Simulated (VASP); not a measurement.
KBr: single point with LDA

KBr:

```
CELL_PARAMETERS angstrom
3.83001 0.00000 0.00000
0.00000 3.83001 0.00000
0.00000 0.00000 7.66002
ATOMIC_POSITIONS crystal
K 0.00000 0.00000 0.97227
K 0.00000 0.00000 0.47227
Br 0.44183 0.50000 0.26357
Br 0.55817 0.50000 0.76357
```

This cell differs from its parent crystal: atoms displaced along a vibrational mode.

```yaml
Program: VASP 6.6.1
Task: single point
Functional: LDA
Potentials_or_basis: VASP PAW LDA potentials, release 64 (K_sv, Br)
Cutoff: 520 eV
k_mesh: 6 × 6 × 4
Occupations: gaussian, width 0.05 eV
Spin: no spin polarisation
Dipole_correction: no
Further_INCAR_settings: ALGO = Normal; EDIFF = 1e-07; NBANDS = 24
```

| Property | Result |
| --- | --- |
| Pressure | 1.4 GPa |
| Largest force | 0.539 eV/Å |
| Band gap on the k mesh | 4.10 eV (least direct gap 4.34 eV) |

Forces in eV/Å, atoms in the order of the input:
```
K    0.288  0.000  0.427
K   -0.288  0.000  0.427
Br   0.329  0.000 -0.427
Br  -0.329  0.000 -0.427
```

Stress tensor (GPa, compression positive):
```
1.39 0.00 0.00
0.00 1.74 0.00
0.00 0.00 0.97
```

Levels at points of the mesh, in eV from the valence-band top:
```csv
k point,band 12,band 13,band 14,band 15,band 16,band 17,band 18,band 19,band 20,band 21
"(0.00, 0.00, 0.00)",-0.37,-0.31,-0.28,-0.27,-0.24,4.10,5.41,5.72,6.71,6.91
"(0.50, 0.00, 0.00)",-1.71,-1.63,-0.35,-0.32,-0.01,5.11,6.42,6.77,6.84,8.00
"(0.00, 0.50, 0.00)",-1.68,-1.64,-0.29,-0.29,0.00,5.01,6.42,6.75,6.77,7.60
"(0.50, 0.50, 0.00)",-1.85,-1.82,-1.65,-1.65,0.00,5.04,6.64,7.39,7.47,7.52
"(0.00, 0.00, 0.50)",-1.58,-0.29,-0.29,-0.27,-0.27,5.42,5.42,5.90,5.90,7.14
"(0.50, 0.00, 0.50)",-2.13,-1.01,-1.01,-0.18,-0.18,5.96,5.96,6.79,6.79,8.63
"(0.00, 0.50, 0.50)",-2.10,-1.07,-1.07,-0.12,-0.12,6.00,6.00,6.77,6.77,8.45
"(0.50, 0.50, 0.50)",-1.76,-1.75,-1.75,-1.02,-1.02,6.05,6.05,7.41,7.41,7.65
```

Run time: 39 s on 1 thread of Intel(R) Xeon(R) 6975P-C (Granite Rapids), on a shared host, peak memory 0.24 GiB.

Caveat: the cell differs from its parent crystal (atoms displaced along a vibrational mode). A k mesh can miss the band edges.
